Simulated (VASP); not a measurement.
# WS (F-43m) in VASP: further runs, part 2 of 2

VASP 6.6.1. Earlier steps stand in the parts before.

**3. Single point, r2SCAN+U, collinear spin**

Input file POSCAR:

```
WS
1.0
    0.0000000000      2.9594703353      2.9594703353
    2.9594703353      0.0000000000      2.9594703353
    2.9594703353      2.9594703353      0.0000000000
W S
1 1
Direct
    0.0000000000      0.0000000000      0.0000000000
    0.2500000000      0.2500000000      0.2500000000
```

Input file INCAR.step1:

```
ALGO = Normal
EDIFF = 1E-4
ENCUT = 520
GGA = PE
ISMEAR = 0
ISPIN = 2
LASPH = T
LCHARG = F
LDAU = T
LDAUJ = 0 0
LDAUL = 2 -1
LDAUTYPE = 2
LDAUU = 6.2 0
LMAXMIX = 4
LREAL = F
LWAVE = T
MAGMOM = 0.5 0
NBANDS = 21
NELM = 150
PREC = Accurate
SIGMA = 0.1
```

Input file INCAR.step2:

```
ALGO = Normal
EDIFF = 1E-6
ENCUT = 520
ISIF = 2
ISMEAR = 0
ISPIN = 2
ISTART = 1
LASPH = T
LCHARG = F
LDAU = T
LDAUJ = 0 0
LDAUL = 2 -1
LDAUPRINT = 1
LDAUTYPE = 2
LDAUU = 6.2 0
LMAXMIX = 4
LMIXTAU = T
LORBIT = 11
LREAL = F
LWAVE = F
MAGMOM = 0.5 0
METAGGA = R2SCAN
NBANDS = 21
NELM = 150
PREC = Accurate
SIGMA = 0.1
```

Input file KPOINTS:

```
k-points
0
Gamma
  12 12 12
```

Potentials or basis: VASP PAW PBE potentials, release 64 (W_sv, S).

On the command line:

```bash
$ cat potpaw_PBE.64/W_sv/POTCAR potpaw_PBE.64/S/POTCAR > POTCAR
$ cp INCAR.step1 INCAR
$ mpirun -np 1 vasp_std > vasp.out
$ cp INCAR.step2 INCAR
$ mpirun -np 1 vasp_std > vasp.out
```

OUTCAR:

```text
EDIFF = 1E-6
   ENCUT = 520
   ISIF = 2
   ISMEAR = 0
   ISPIN = 2
   ISTART = 1
   LASPH = T
   LORBIT = 11
   LREAL = F
   METAGGA = R2SCAN
   NELM = 150
   PREC = Accurate

 ion  position               nearest neighbor table
   1  0.000  0.000  0.000-   2 2.56   2 2.56   2 2.56   2 2.56
   2  0.250  0.250  0.250-   1 2.56   1 2.56   1 2.56   1 2.56

  LATTYP: Found a face centered cubic cell.
 ALAT       =     5.9189406706

  Lattice vectors:

 A1 = (   0.0000000000,   2.9594703353,   2.9594703353)
 A2 = (   2.9594703353,   0.0000000000,   2.9594703353)
 A3 = (   2.9594703353,   2.9594703353,   0.0000000000)

Analysis of symmetry for initial positions (statically):
=====================================================================
 Subroutine PRICEL returns:
 Original cell was already a primitive cell.

 Routine SETGRP: Setting up the symmetry group for a
 face centered cubic supercell.

 Subroutine GETGRP returns: Found 24 space group operations
 (whereof 24 operations were pure point group operations)
 out of a pool of 48 trial point group operations.

The static configuration has the point symmetry T_d .

Analysis of symmetry for dynamics (positions and initial velocities):
=====================================================================
 Subroutine PRICEL returns:
 Original cell was already a primitive cell.

 Routine SETGRP: Setting up the symmetry group for a
 face centered cubic supercell.

 Subroutine GETGRP returns: Found 24 space group operations
 (whereof 24 operations were pure point group operations)
 out of a pool of 48 trial point group operations.

The dynamic configuration has the point symmetry T_d .

Analysis of structural, dynamic, and magnetic symmetry:
=====================================================================
 Subroutine PRICEL returns:
 Original cell was already a primitive cell.

 Routine SETGRP: Setting up the symmetry group for a
 face centered cubic supercell.

 Subroutine GETGRP returns: Found 24 space group operations
 (whereof 24 operations were pure point group operations)
 out of a pool of 48 trial point group operations.

The overall configuration has the point symmetry T_d .

 Subroutine INISYM returns: Found 24 space group operations
 (whereof 24 operations are pure point group operations),
 and found     1 'primitive' translations

----------------------------------------------------------------------------------------

                                     Primitive cell

  volume of cell :      51.8408

  direct lattice vectors                    reciprocal lattice vectors
     0.000000000  2.959470335  2.959470335    -0.168949151  0.168949151  0.168949151
[... 107 lines left out ...]
  volume/ion in A,a.u.               =      25.92       174.92
  Fermi-wavevector in a.u.,A,eV,Ry     =   1.191775  2.252128 19.324722  1.420327
  Thomas-Fermi vector in A             =   2.327829
   LORBIT       =     11    0 simple, 1 ext, 2 COOP (PROOUT), +10 PAW based schemes
 LDA+U is selected, type is set to LDAUTYPE =  2
   angular momentum for each species LDAUL =     2   -1
   U (eV)           for each species LDAUU =   6.2  0.0
   J (eV)           for each species LDAUJ =   0.0  0.0
   METAGGA = R2SCAN    functional components
   LHFCALC =     F    Hartree Fock is set to
   AEXX    =    0.0000 exact exchange contribution
   IVDW    =     0    specifies the selected vdW correction
   LEPSILON=     F    determine dielectric tensor
   LRPA    =     F    only Hartree local field effects (RPA)
 spin polarized calculation
 Gauss-broadening in eV      SIGMA  =   0.10
  energy-cutoff  :      520.00
  volume of cell :       51.84
 maximum number of plane-waves:      1411
   NGX = 15   NGY = 15   NGZ = 15

atom =   1  type =  1  l = 2

 onsite density matrix

spin component  1

  0.5899 -0.0000 -0.0000 -0.0000  0.0000
 -0.0000  0.5899  0.0000  0.0000  0.0000
 -0.0000  0.0000  0.7577  0.0000  0.0000
 -0.0000  0.0000  0.0000  0.5899  0.0000
  0.0000  0.0000  0.0000  0.0000  0.7577

spin component  2

  0.0479 -0.0000 -0.0000 -0.0000 -0.0000
 -0.0000  0.0479 -0.0000  0.0000  0.0000
 -0.0000 -0.0000  0.0125  0.0000  0.0000
 -0.0000  0.0000  0.0000  0.0479  0.0000
 -0.0000  0.0000  0.0000  0.0000  0.0125

 occupancies and eigenvectors

  o =  0.0125  v =  0.0000  0.0000  0.0000  0.0000  0.0000  0.0000  0.0000 -0.7174  0.0000  0.6967      0.0000  0.0000  0.0000  0.0000  0.0000  0.0000  0.0000  0.0000  0.0000  0.0000
  o =  0.0125  v =  0.0000  0.0000  0.0000  0.0000  0.0000  0.0000  0.0000  0.6967 -0.0000  0.7174      0.0000  0.0000  0.0000  0.0000  0.0000  0.0000  0.0000  0.0000  0.0000  0.0000
  o =  0.0479  v =  0.0000  0.0000  0.0000  0.0000  0.0000  0.0000 -0.9996  0.0000 -0.0298  0.0000      0.0000  0.0000  0.0000  0.0000  0.0000  0.0000  0.0000  0.0000  0.0000  0.0000
  o =  0.0479  v =  0.0000  0.0000  0.0000  0.0000  0.0000  0.0000 -0.0298  0.0000  0.9996 -0.0000      0.0000  0.0000  0.0000  0.0000  0.0000  0.0000  0.0000  0.0000  0.0000  0.0000
  o =  0.0479  v =  0.0000  0.0000  0.0000  0.0000  0.0000  1.0000  0.0000  0.0000  0.0000  0.0000      0.0000  0.0000  0.0000  0.0000  0.0000  0.0000  0.0000  0.0000  0.0000  0.0000
  o =  0.5899  v =  0.0000 -0.9793  0.0000 -0.2025 -0.0000  0.0000  0.0000  0.0000  0.0000  0.0000      0.0000  0.0000  0.0000  0.0000  0.0000  0.0000  0.0000  0.0000  0.0000  0.0000
  o =  0.5899  v =  0.0000  0.2025  0.0000 -0.9793 -0.0000  0.0000  0.0000  0.0000  0.0000  0.0000      0.0000  0.0000  0.0000  0.0000  0.0000  0.0000  0.0000  0.0000  0.0000  0.0000
  o =  0.5899  v =  1.0000  0.0000  0.0000  0.0000  0.0000  0.0000  0.0000  0.0000  0.0000  0.0000      0.0000  0.0000  0.0000  0.0000  0.0000  0.0000  0.0000  0.0000  0.0000  0.0000
  o =  0.7577  v =  0.0000  0.0000  0.8296  0.0000 -0.5584  0.0000  0.0000  0.0000  0.0000  0.0000      0.0000  0.0000  0.0000  0.0000  0.0000  0.0000  0.0000  0.0000  0.0000  0.0000
  o =  0.7577  v =  0.0000  0.0000  0.5584  0.0000  0.8296  0.0000  0.0000  0.0000  0.0000  0.0000      0.0000  0.0000  0.0000  0.0000  0.0000  0.0000  0.0000  0.0000  0.0000  0.0000

 number of electron      20.0000001 magnetization       4.0000001

 Free energy of the ion-electron system (eV)
  ---------------------------------------------------
  ext. energy  EPLUGINS =         0.00000000
  ---------------------------------------------------
  free energy    TOTEN  =       -52.51612302 eV

  energy without entropy =      -52.50920932  energy(sigma->0) =      -52.51266617

 E-fermi :   5.2705     XC(G=0):  -9.9339

 val. band max:        5.2577059224   @ k =   0.2500   0.2500   0.0000
 cond. band min:       5.2717676981   @ k =  -0.4167   0.2500   0.0833
 fundamental gap:      0.0140617757
 Fermi energy:         5.2705415605

 spin component 1

 k-point     1 :       0.0000    0.0000    0.0000
  band No.  band energies     occupation
      1     -71.6712      1.00000
      2     -35.6431      1.00000
      3     -35.6431      1.00000
      4     -35.6431      1.00000
      5     -10.0869      1.00000
      6      -0.7644      1.00000
[... 1145 lines left out ...]
     20      18.0730      0.00000
     21      20.3214      0.00000

 [... further k-points ...]
[... 5 lines left out ...]
  --------------------------------------------------------------------------------------
  -------------------------------------------------------------------------------------
  Total       -0.5546517     -0.5546517     -0.5546517      0.0000000      0.0000000      0.0000000
  in kB      -17.1419002    -17.1419002    -17.1419002      0.0000000      0.0000000      0.0000000
  external PRESSURE =     -17.1419002 kB  Pullay stress =       0.0000000 kB

 VOLUME and BASIS-vectors are now :
 -----------------------------------------------------------------------------
  energy-cutoff  :      520.00
  volume of cell :       51.84
      direct lattice vectors                 reciprocal lattice vectors
     0.000000000  2.959470335  2.959470335    -0.168949151  0.168949151  0.168949151
     2.959470335  0.000000000  2.959470335     0.168949151 -0.168949151  0.168949151
     2.959470335  2.959470335  0.000000000     0.168949151  0.168949151 -0.168949151

 POSITION                                       TOTAL-FORCE (eV/Angst)
 -----------------------------------------------------------------------------------
      0.00000      0.00000      0.00000        -0.000000     -0.000000     -0.000000
      1.47974      1.47974      1.47974         0.000000      0.000000      0.000000
 -----------------------------------------------------------------------------------
    total drift:                                0.000003      0.000003      0.000003

  FREE ENERGIE OF THE ION-ELECTRON SYSTEM (eV)
  ---------------------------------------------------
  free  energy   TOTEN  =       -52.5161230158 eV

  energy  without entropy=      -52.5092093210  energy(sigma->0) =      -52.51266617

 total charge

# of ion       s       p       d       tot
------------------------------------------
    1        2.265   6.121   3.414  11.799
    2        1.320   2.386   0.000   3.706
--------------------------------------------------
tot          3.584   8.507   3.414  15.506

 magnetization (x)

# of ion       s       p       d       tot
------------------------------------------
    1        0.109   0.054   3.085   3.248
    2        0.005  -0.220   0.000  -0.215
--------------------------------------------------
tot          0.114  -0.167   3.085   3.033
```

Wall time 6.1 min (1 thread of Intel Xeon Platinum 8488C (Sapphire Rapids), shared host); peak memory 0.29 GiB.

What came out:

| Quantity | Value |
| --- | --- |
| Free energy | -52.5161 eV |
| Pressure | -1.7 GPa |
| Band gap on the k mesh | zero (filled and empty bands overlap) |
| Net moment | 4.00 μB per cell |
| Site moments | W +3.25; S -0.21 μB |
| Valence electrons inside the program's atomic spheres | W 11.80; S 3.71 |

Eigenvalues of the final occupation matrices:
| site | spin | trace | eigenvalues |
| --- | --- | --- | --- |
| site 1 d | 1 | 3.29 | 0.59 0.59 0.59 0.76 0.76 |
| site 1 d | 2 | 0.17 | 0.01 0.01 0.05 0.05 0.05 |

Caveat: the PAW data sets were made with another functional, which shifts forces and pressure a little; spin-orbit coupling is left out, which moves the levels of the heavy elements.

**4. Single point, r2SCAN+U, collinear spin**

POSCAR is that of step 3.

Input file INCAR.step1:

```
PREC     = Accurate       # precision mode
ENCUT    = 520            # plane-wave cutoff, eV
ISMEAR   = 0              # smearing method
SIGMA    = 0.1            # smearing width, eV
LREAL    = False          # projectors in reciprocal space
LASPH    = True           # aspherical terms in the spheres
NELM     = 150            # most SCF steps
ISPIN    = 2              # spin polarisation
MAGMOM   = 1 0            # initial moments
LMAXMIX  = 4              # l up to which the mixer works
LDAU     = True           # DFT+U
LDAUTYPE = 2            
LDAUL    = 2 -1           # shell
LDAUU    = 6.2 0          # U, eV
LDAUJ    = 0 0          
NBANDS   = 21             # bands
GGA      = PE             # functional
ALGO     = Normal         # electronic algorithm
EDIFF    = 1E-4           # SCF threshold, eV
LWAVE    = True           # write WAVECAR
LCHARG   = False          # write CHGCAR
```

Input file INCAR.step2:

```
PREC     = Accurate       # precision mode
ENCUT    = 520            # plane-wave cutoff, eV
EDIFF    = 1E-6           # SCF threshold, eV
ISMEAR   = 0              # smearing method
SIGMA    = 0.1            # smearing width, eV
LREAL    = False          # projectors in reciprocal space
LASPH    = True           # aspherical terms in the spheres
NELM     = 150            # most SCF steps
ALGO     = Normal         # electronic algorithm
ISIF     = 2              # what is computed and relaxed
LWAVE    = False          # write WAVECAR
LCHARG   = True           # write CHGCAR
ISPIN    = 2              # spin polarisation
MAGMOM   = 1 0            # initial moments
LORBIT   = 11             # projections on sites
LMAXMIX  = 4              # l up to which the mixer works
LDAU     = True           # DFT+U
LDAUTYPE = 2            
LDAUL    = 2 -1           # shell
LDAUU    = 6.2 0          # U, eV
LDAUJ    = 0 0          
LDAUPRINT= 1            
METAGGA  = R2SCAN         # meta-GGA
LMIXTAU  = True         
LELF     = True           # ELF
LVHAR    = True         
NBANDS   = 21             # bands
ISTART   = 1
```

Input file KPOINTS:

```
regular mesh
0
Gamma
  12 12 12
```

On the command line:

```bash
$ cat potpaw_PBE.64/W_sv/POTCAR potpaw_PBE.64/S/POTCAR > POTCAR
$ cp INCAR.step1 INCAR
$ mpirun -np 1 vasp_std > vasp.out
$ cp INCAR.step2 INCAR
$ mpirun -np 1 vasp_std > vasp.out
```

Wall time 4.5 min (1 thread of Intel Xeon Platinum 8488C (Sapphire Rapids), shared host); peak memory 0.29 GiB.

The run converged. Its results:

- Free energy: -52.5161 eV
- Pressure: -1.7 GPa
- Band gap on the k mesh: zero (filled and empty bands overlap)
- Net moment: 4.00 μB per cell
- Site moments: W +3.25; S -0.21 μB
- Valence electrons inside the program's atomic spheres: W 11.80; S 3.71

Levels at points of the mesh, in eV from the Fermi level:
Spin up:
| k point | band 8 | band 9 | band 10 | band 11 | band 12 | band 13 | band 14 | band 15 | band 16 | band 17 |
| --- | --- | --- | --- | --- | --- | --- | --- | --- | --- | --- |
| (0.00, 0.00, 0.00) | -6.03 | -3.33 | -3.33 | -1.26 | 2.07 | 2.07 | 2.07 | 5.71 | 5.71 | 5.71 |
| (0.50, 0.00, 0.00) | -5.78 | -2.87 | -2.87 | -1.95 | 0.30 | 0.30 | 1.53 | 5.83 | 7.07 | 7.07 |
| (0.50, 0.50, 0.00) | -5.02 | -2.91 | -2.89 | -2.73 | -0.99 | -0.99 | 4.14 | 4.52 | 7.32 | 9.49 |
Spin down:
```tsv
k point	band 5	band 6	band 7	band 8	band 9	band 10	band 11	band 12
(0.00, 0.00, 0.00)	-15.37	-4.66	-4.66	-4.66	0.61	3.21	3.21	5.77
(0.50, 0.00, 0.00)	-14.86	-6.07	-4.54	-4.54	2.30	3.33	3.33	3.69
(0.50, 0.50, 0.00)	-14.69	-6.19	-4.54	-4.54	0.56	2.03	4.19	4.19
```

Eigenvalues of the final occupation matrices:
```tsv
site	spin	trace	eigenvalues
site 1 d	1	3.29	0.59 0.59 0.59 0.76 0.76
site 1 d	2	0.17	0.01 0.01 0.05 0.05 0.05
```

Caveat: the PAW data sets were made with another functional, which shifts forces and pressure a little; spin-orbit coupling is left out, which moves the levels of the heavy elements.

**5. Single point, r2SCAN+U, collinear spin**

POSCAR is that of step 4.

Input file INCAR.step1:

```
  PREC = Accurate
  ENCUT = 520
  ISMEAR = 0
  SIGMA = 0.1
  LREAL = False
  LASPH = True
  NELM = 150
  ISPIN = 2
  MAGMOM = 1.03 0
  LMAXMIX = 4
  LDAU = True
  LDAUTYPE = 2
  LDAUL = 2 -1
  LDAUU = 6.2 0
  LDAUJ = 0 0
  NBANDS = 21
  GGA = PE
  ALGO = Normal
  EDIFF = 1E-4
  LWAVE = True
  LCHARG = False
```

Input file INCAR.step2:

```
  PREC = Accurate
  ENCUT = 520
  EDIFF = 1E-6
  ISMEAR = 0
  SIGMA = 0.1
  LREAL = False
  LASPH = True
  NELM = 150
  ALGO = Normal
  ISIF = 2
  LWAVE = False
  LCHARG = False
  ISPIN = 2
  MAGMOM = 1.03 0
  LORBIT = 11
  LMAXMIX = 4
  LDAU = True
  LDAUTYPE = 2
  LDAUL = 2 -1
  LDAUU = 6.2 0
  LDAUJ = 0 0
  LDAUPRINT = 1
  METAGGA = R2SCAN
  LMIXTAU = True
  NBANDS = 21
  ISTART = 1
```

Input file KPOINTS:

```
Automatic mesh
0
Gamma
  14 14 14
```

On the command line:

```bash
$ cat potpaw_PBE.64/W_sv/POTCAR potpaw_PBE.64/S/POTCAR > POTCAR
$ cp INCAR.step1 INCAR
$ mpirun -np 1 vasp_std > vasp.out
$ cp INCAR.step2 INCAR
$ mpirun -np 1 vasp_std > vasp.out
```

Run time: 27 min. Hardware: 1 thread of Oxide Virtual Turin-like, shared host; peak memory 0.3 GiB.

It converged, with:

* Free energy: -52.5157 eV
* Pressure: -1.7 GPa
* Band gap on the k mesh: zero (filled and empty bands overlap)
* Net moment: 4.00 μB per cell
* Site moments: W +3.25; S -0.21 μB
* Valence electrons inside the program's atomic spheres: W 11.80; S 3.71

Levels at points of the mesh, in eV from the Fermi level:
Spin up:
```
           k point  band 9  band 10  band 11  band 12  band 13  band 14  band 15  band 16
(0.00, 0.00, 0.00)   -3.33    -3.33    -1.26     2.07     2.07     2.07     5.71     5.71
(0.50, 0.00, 0.00)   -2.87    -2.87    -1.95     0.29     0.29     1.53     5.83     7.07
(0.50, 0.50, 0.00)   -2.91    -2.89    -2.73    -0.99    -0.99     4.14     4.52     7.32
```
Spin down:
| k point | band 5 | band 6 | band 7 | band 8 | band 9 | band 10 | band 11 | band 12 |
| --- | --- | --- | --- | --- | --- | --- | --- | --- |
| (0.00, 0.00, 0.00) | -15.37 | -4.66 | -4.66 | -4.66 | 0.61 | 3.21 | 3.21 | 5.77 |
| (0.50, 0.00, 0.00) | -14.86 | -6.07 | -4.55 | -4.55 | 2.30 | 3.33 | 3.33 | 3.69 |
| (0.50, 0.50, 0.00) | -14.69 | -6.19 | -4.54 | -4.54 | 0.56 | 2.03 | 4.19 | 4.19 |

Eigenvalues of the final occupation matrices:
```tsv
site	spin	trace	eigenvalues
site 1 d	1	3.29	0.59 0.59 0.59 0.76 0.76
site 1 d	2	0.17	0.01 0.01 0.05 0.05 0.05
```

Caveat: the PAW data sets were made with another functional, which shifts forces and pressure a little; spin-orbit coupling is left out, which moves the levels of the heavy elements.
